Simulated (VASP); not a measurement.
Set up this calculation in VASP 6.6.1, as the native input.

* Task: single point
* Functional: r2SCAN
* Potentials or basis: VASP PAW PBE potentials, release 64 (Zn, Se)
* Cutoff: 520 eV
* k mesh: 8 × 8 × 8
* Occupations: fermi-dirac, width 0.02 eV
* Spin: no spin polarisation
* Dipole correction: no
* Further INCAR settings: ALGO = Normal; EDIFF = 1e-07; NBANDS = 16

Crystal: ZnSe (Stilleite).

```
Zn Se
1.0
     0.00000    2.77535    2.77535
     2.77535    0.00000    2.77535
     2.77535    2.77535    0.00000
Zn Se
1 1
Direct
  0.00000 0.00000 0.00000
  0.25000 0.25000 0.25000
```

The input as run:

POSCAR

```
ZnSe
1.0
    0.0000000000      2.7753482000      2.7753482000
    2.7753482000      0.0000000000      2.7753482000
    2.7753482000      2.7753482000      0.0000000000
Zn Se
1 1
Direct
    0.0000000000      0.0000000000      0.0000000000
    0.2500000000      0.2500000000      0.2500000000
```

INCAR.step1

```
PREC = Accurate ; ENCUT = 520
ISMEAR = -1 ; SIGMA = 0.02
LREAL = False ; LASPH = True
NELM = 60 ; NBANDS = 16
GGA = PE ; ALGO = Normal
EDIFF = 1E-4 ; LWAVE = True
LCHARG = False
```

INCAR.step2

```
PREC = Accurate ; ENCUT = 520
EDIFF = 1E-7 ; ISMEAR = -1
SIGMA = 0.02 ; LREAL = False
LASPH = True ; NELM = 60
ALGO = Normal ; ISIF = 2
LWAVE = False ; LCHARG = False
METAGGA = R2SCAN ; LMIXTAU = True
NBANDS = 16 ; ISTART = 1
```

KPOINTS

```
Automatic mesh
0
Gamma
  8 8 8
```

Potentials or basis: VASP PAW PBE potentials, release 64 (Zn, Se).

Run with:

```bash
$ cat potpaw_PBE.64/Zn/POTCAR potpaw_PBE.64/Se/POTCAR > POTCAR
$ cp INCAR.step1 INCAR
$ mpirun -np 1 vasp_std > vasp.out
$ cp INCAR.step2 INCAR
$ mpirun -np 1 vasp_std > vasp.out
```

Results of the run:

- Pressure: 4.7 GPa
- Band gap on the k mesh: 2.15 eV, direct

Caveat: the PAW data sets were made with another functional, which shifts forces and pressure a little.

It took 2.5 min on 1 thread of Intel(R) Xeon(R) Platinum 8488C (Sapphire Rapids), on a shared host, peak memory 0.18 GiB.
